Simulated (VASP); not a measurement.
# HfMoC2 (P4/mmm) in VASP: further runs, part 2 of 2

VASP 6.6.1. Earlier steps stand in the parts before.

## (3) Single point, r2SCAN

This run uses another cell than the first one, of 11.42 Å³/atom.

File POSCAR:

```
HfMoC2
1.0
    3.1914230000      0.0000000000      0.0000000000
    0.0000000000      3.1914230000      0.0000000000
    0.0000000000      0.0000000000      4.4851640000
Hf Mo C
1 1 2
Direct
    0.0000000000      0.0000000000      0.0000000000
    0.5000000000      0.5000000000      0.5000000000
    0.5000000000      0.5000000000      0.0000000000
    0.0000000000      0.0000000000      0.5000000000
```

File INCAR.step1:

```
SYSTEM = HfMoC2
  PREC = Accurate
  ENCUT = 520
  ISMEAR = -1
  SIGMA = 0.05
  LREAL = .False.
  LASPH = .True.
  NELM = 60
  NBANDS = 24
  GGA = PE
  ALGO = Normal
  EDIFF = 1E-4
  LWAVE = .True.
  LCHARG = .False.
```

File INCAR.step2:

```
SYSTEM = HfMoC2
  PREC = Accurate
  ENCUT = 520
  EDIFF = 1E-6
  ISMEAR = -1
  SIGMA = 0.05
  LREAL = .False.
  LASPH = .True.
  NELM = 60
  ALGO = Normal
  ISIF = 2
  LWAVE = .False.
  LCHARG = .True.
  METAGGA = R2SCAN
  LMIXTAU = .True.
  LELF = .True.
  LVHAR = .True.
  NBANDS = 24
  ISTART = 1
```

File KPOINTS:

```
regular mesh
0
Gamma
  8 8 6
  0 0 0
```

Potentials or basis: VASP PAW PBE potentials, release 64 (Hf_pv, Mo_sv, C).

Run with:

```console
> cat potpaw_PBE.64/Hf_pv/POTCAR potpaw_PBE.64/Mo_sv/POTCAR potpaw_PBE.64/C/POTCAR > POTCAR
> cp INCAR.step1 INCAR
> mpirun -np 1 vasp_std > vasp.out
> cp INCAR.step2 INCAR
> mpirun -np 1 vasp_std > vasp.out
```

Wall time 2.2 min (1 thread of Intel Xeon Platinum 8259CL at 2.50GHz (Skylake/Cascade Lake), shared host); peak memory 0.21 GiB.

It converged, with:

| Quantity | Value |
| --- | --- |
| Free energy | -92.9618 eV |
| Pressure | -3.1 GPa |
| Band gap on the k mesh | zero (bands 16 and 17 overlap by 2.38 eV) |

Stress tensor (GPa, compression positive):
```
-1.65  0.00  0.00
 0.00 -1.65  0.00
 0.00  0.00 -6.14
```

Levels at points of the mesh, in eV from the Fermi level:
```tsv
k point	band 14	band 15	band 16	band 17	band 18	band 19
(0.00, 0.00, 0.00)	-1.38	-1.38	-0.44	-0.29	-0.02	-0.01
(0.50, 0.00, 0.00)	-3.97	-3.94	-0.45	1.03	2.27	3.27
(0.50, 0.50, 0.00)	-1.42	-1.23	-1.23	-1.14	1.12	1.48
(0.00, 0.00, 0.50)	-2.40	-1.86	-1.86	-1.30	-0.33	2.13
(0.50, 0.00, 0.50)	-4.65	-4.54	1.09	1.10	1.83	4.77
(0.50, 0.50, 0.50)	-4.46	-4.45	1.08	1.08	1.48	3.34
```

Caveat: the cell stands under tension; the PAW data sets were made with another functional, which shifts forces and pressure a little; spin-orbit coupling is left out, which moves the levels of the heavy elements.

## (4) Single point, r2SCAN

This run uses another cell than the first one, of 11.65 Å³/atom.

File POSCAR:

```
HfMoC2
1.0
    3.2125588676      0.0000000000      0.0000000000
    0.0000000000      3.2125588676      0.0000000000
    0.0000000000      0.0000000000      4.5148679385
Hf Mo C
1 1 2
Direct
    0.0000000000      0.0000000000      0.0000000000
    0.5000000000      0.5000000000      0.5000000000
    0.5000000000      0.5000000000      0.0000000000
    0.0000000000      0.0000000000      0.5000000000
```

File INCAR.step1:

```
PREC = Accurate ; ENCUT = 520
ISMEAR = -1 ; SIGMA = 0.05
LREAL = False ; LASPH = True
NELM = 80 ; NBANDS = 24
GGA = PE ; ALGO = Normal
EDIFF = 1E-4 ; LWAVE = True
LCHARG = False
```

File INCAR.step2:

```
PREC = Accurate ; ENCUT = 520
EDIFF = 1E-7 ; ISMEAR = -1
SIGMA = 0.05 ; LREAL = False
LASPH = True ; NELM = 80
ALGO = Normal ; ISIF = 2
LWAVE = False ; LCHARG = False
METAGGA = R2SCAN ; LMIXTAU = True
NBANDS = 24 ; ISTART = 1
```

File KPOINTS:

```
regular mesh
0
Gamma
  8 8 6
```

Run with:

```console
> cat potpaw_PBE.64/Hf_pv/POTCAR potpaw_PBE.64/Mo_sv/POTCAR potpaw_PBE.64/C/POTCAR > POTCAR
> cp INCAR.step1 INCAR
> mpirun -np 1 vasp_std > vasp.out
> cp INCAR.step2 INCAR
> mpirun -np 1 vasp_std > vasp.out
```

It took 2.7 min on 1 thread of Intel Xeon Platinum 8259CL at 2.50GHz (Skylake/Cascade Lake), shared host; peak memory 0.21 GiB.

The run converged. Its results:

* Free energy: -92.9287 eV
* Pressure: -8.5 GPa
* Band gap on the k mesh: zero (bands 16 and 17 overlap by 2.30 eV)

Stress tensor (GPa, compression positive):
```
 -7.03   0.00   0.00
  0.00  -7.03   0.00
  0.00   0.00 -11.36
```

Levels at points of the mesh, in eV from the Fermi level:
```tsv
k point	band 13	band 14	band 15	band 16	band 17	band 18	band 19	band 20
(0.00, 0.00, 0.00)	-1.37	-1.36	-1.36	-0.44	-0.26	0.00	0.00	0.00
(0.50, 0.00, 0.00)	-4.44	-3.89	-3.86	-0.45	0.98	2.20	3.15	3.46
(0.50, 0.50, 0.00)	-3.81	-1.40	-1.23	-1.23	-1.15	1.08	1.42	2.44
(0.00, 0.00, 0.50)	-2.36	-2.36	-1.81	-1.81	-1.23	-0.33	2.07	2.07
(0.50, 0.00, 0.50)	-5.33	-4.55	-4.44	1.04	1.05	1.76	4.67	5.49
(0.50, 0.50, 0.50)	-4.40	-4.40	-4.38	1.04	1.04	1.42	3.31	3.31
```

Caveat: the cell stands under tension; the PAW data sets were made with another functional, which shifts forces and pressure a little; spin-orbit coupling is left out, which moves the levels of the heavy elements.

## (5) Single point, r2SCAN

This run uses another cell than the first one, of 11.88 Å³/atom.

File POSCAR:

```
HfMoC2
1.0
    3.2334202240      0.0000000000      0.0000000000
    0.0000000000      3.2334202240      0.0000000000
    0.0000000000      0.0000000000      4.5441860843
Hf Mo C
1 1 2
Direct
    0.0000000000      0.0000000000      0.0000000000
    0.5000000000      0.5000000000      0.5000000000
    0.5000000000      0.5000000000      0.0000000000
    0.0000000000      0.0000000000      0.5000000000
```

File INCAR.step1:

```
ALGO = Normal
EDIFF = 1E-4
ENCUT = 520
GGA = PE
ISMEAR = -1
LASPH = True
LCHARG = False
LREAL = False
LWAVE = True
NBANDS = 24
NELM = 100
PREC = Accurate
SIGMA = 0.05
```

File INCAR.step2:

```
ALGO = Normal
EDIFF = 1E-6
ENCUT = 520
ISIF = 2
ISMEAR = -1
ISTART = 1
LASPH = True
LCHARG = True
LELF = True
LMIXTAU = True
LREAL = False
LVHAR = True
LWAVE = False
METAGGA = R2SCAN
NBANDS = 24
NELM = 100
PREC = Accurate
SIGMA = 0.05
```

File KPOINTS:

```
k-points
0
Gamma
  8 8 6
```

Run with:

```console
> cat potpaw_PBE.64/Hf_pv/POTCAR potpaw_PBE.64/Mo_sv/POTCAR potpaw_PBE.64/C/POTCAR > POTCAR
> cp INCAR.step1 INCAR
> mpirun -np 1 vasp_std > vasp.out
> cp INCAR.step2 INCAR
> mpirun -np 1 vasp_std > vasp.out
```

It took 2.2 min on 1 thread of Intel Xeon Platinum 8259CL at 2.50GHz (Skylake/Cascade Lake), shared host; peak memory 0.21 GiB.

It converged, with:

| Item | Value |
| --- | --- |
| Free energy | -92.8669 eV |
| Pressure | -13.3 GPa |
| Band gap on the k mesh | zero (bands 16 and 17 overlap by 2.22 eV) |

Stress tensor (GPa, compression positive):
```
-11.89   0.00   0.00
  0.00 -11.89   0.00
  0.00   0.00 -16.04
```

Levels at points of the mesh, in eV from the Fermi level:
| k point | band 14 | band 15 | band 16 | band 17 | band 18 | band 19 |
| --- | --- | --- | --- | --- | --- | --- |
| (0.00, 0.00, 0.00) | -1.32 | -1.32 | -0.44 | -0.22 | 0.01 | 0.01 |
| (0.50, 0.00, 0.00) | -3.80 | -3.79 | -0.44 | 0.94 | 2.15 | 3.04 |
| (0.50, 0.50, 0.00) | -1.39 | -1.23 | -1.23 | -1.16 | 1.03 | 1.36 |
| (0.00, 0.00, 0.50) | -2.32 | -1.77 | -1.77 | -1.16 | -0.33 | 2.01 |
| (0.50, 0.00, 0.50) | -4.45 | -4.35 | 1.00 | 1.01 | 1.70 | 4.57 |
| (0.50, 0.50, 0.50) | -4.35 | -4.30 | 1.00 | 1.00 | 1.36 | 3.28 |

Caveat: the cell stands under tension; the PAW data sets were made with another functional, which shifts forces and pressure a little; spin-orbit coupling is left out, which moves the levels of the heavy elements.

## (6) Single point, r2SCAN

This run uses another cell than the first one, of 12.11 Å³/atom.

File POSCAR:

```
HfMoC2
1.0
    3.2540158126      0.0000000000      0.0000000000
    0.0000000000      3.2540158126      0.0000000000
    0.0000000000      0.0000000000      4.5731307251
Hf Mo C
1 1 2
Direct
    0.0000000000      0.0000000000      0.0000000000
    0.5000000000      0.5000000000      0.5000000000
    0.5000000000      0.5000000000      0.0000000000
    0.0000000000      0.0000000000      0.5000000000
```

File INCAR.step1:

```
SYSTEM = HfMoC2
  ALGO = Normal
  EDIFF = 1E-4
  ENCUT = 520
  GGA = PE
  ISMEAR = -1
  LASPH = .TRUE.
  LCHARG = .FALSE.
  LREAL = .FALSE.
  LWAVE = .TRUE.
  NBANDS = 24
  NELM = 60
  PREC = Accurate
  SIGMA = 0.05
```

File INCAR.step2:

```
SYSTEM = HfMoC2
  ALGO = Normal
  EDIFF = 1E-7
  ENCUT = 520
  ISIF = 2
  ISMEAR = -1
  ISTART = 1
  LASPH = .TRUE.
  LCHARG = .FALSE.
  LMIXTAU = .TRUE.
  LREAL = .FALSE.
  LWAVE = .FALSE.
  METAGGA = R2SCAN
  NBANDS = 24
  NELM = 60
  PREC = Accurate
  SIGMA = 0.05
```

File KPOINTS:

```
k-points
0
G
  8 8 6
  0 0 0
```

Potentials or basis: VASP PAW PBE potentials, release 64 (Hf_pv, Mo_sv, C).

Run with:

```console
> cat potpaw_PBE.64/Hf_pv/POTCAR potpaw_PBE.64/Mo_sv/POTCAR potpaw_PBE.64/C/POTCAR > POTCAR
> cp INCAR.step1 INCAR
> mpirun -np 1 vasp_std > vasp.out
> cp INCAR.step2 INCAR
> mpirun -np 1 vasp_std > vasp.out
```

Wall time 2.8 min (1 thread of Intel Xeon Platinum 8259CL at 2.50GHz (Skylake/Cascade Lake), shared host); peak memory 0.21 GiB.

It converged, with:

* Free energy: -92.7792 eV
* Pressure: -17.6 GPa
* Band gap on the k mesh: zero (bands 16 and 17 overlap by 2.15 eV)

Stress tensor (GPa, compression positive):
```
-16.25   0.00   0.00
  0.00 -16.25   0.00
  0.00   0.00 -20.23
```

Levels at points of the mesh, in eV from the Fermi level:
| k point | band 13 | band 14 | band 15 | band 16 | band 17 | band 18 | band 19 | band 20 |
| --- | --- | --- | --- | --- | --- | --- | --- | --- |
| (0.00, 0.00, 0.00) | -1.34 | -1.29 | -1.29 | -0.44 | -0.20 | 0.02 | 0.02 | 0.02 |
| (0.50, 0.00, 0.00) | -4.30 | -3.72 | -3.72 | -0.44 | 0.89 | 2.09 | 2.94 | 3.38 |
| (0.50, 0.50, 0.00) | -3.60 | -1.37 | -1.22 | -1.22 | -1.16 | 0.99 | 1.30 | 2.27 |
| (0.00, 0.00, 0.50) | -2.28 | -2.28 | -1.73 | -1.73 | -1.10 | -0.34 | 1.96 | 1.96 |
| (0.50, 0.00, 0.50) | -5.10 | -4.36 | -4.26 | 0.96 | 0.97 | 1.64 | 4.48 | 5.28 |
| (0.50, 0.50, 0.50) | -4.29 | -4.29 | -4.23 | 0.96 | 0.96 | 1.31 | 3.18 | 3.25 |

Caveat: the cell stands under tension; the PAW data sets were made with another functional, which shifts forces and pressure a little; spin-orbit coupling is left out, which moves the levels of the heavy elements.

## (7) The runs side by side

```csv
cell,gap on the mesh (eV),pressure (GPa)
"a = 3.170, b = 3.170, c = 4.455 Å, 4 atoms",none,2.8
"a = 3.191, b = 3.191, c = 4.485 Å, 4 atoms",none,-3.1
"a = 3.213, b = 3.213, c = 4.515 Å, 4 atoms",none,-8.5
"a = 3.233, b = 3.233, c = 4.544 Å, 4 atoms",none,-13.3
"a = 3.254, b = 3.254, c = 4.573 Å, 4 atoms",none,-17.6
```

Alike in all rows: task single point; level r2SCAN; potentials or basis VASP PAW PBE potentials, release 64 (Hf_pv, Mo_sv, C); no spin polarisation; k mesh 8 × 8 × 6; cutoff (eV) 520; smearing fermi-dirac 0.05 eV.

Caveats: the PAW data sets were made with another functional, which shifts forces and pressure a little; spin-orbit coupling is left out, which moves the levels of the heavy elements; the cell stands under tension (at least some runs).

Total energies depend on the potentials used, so only differences within one code and one set of settings carry meaning.
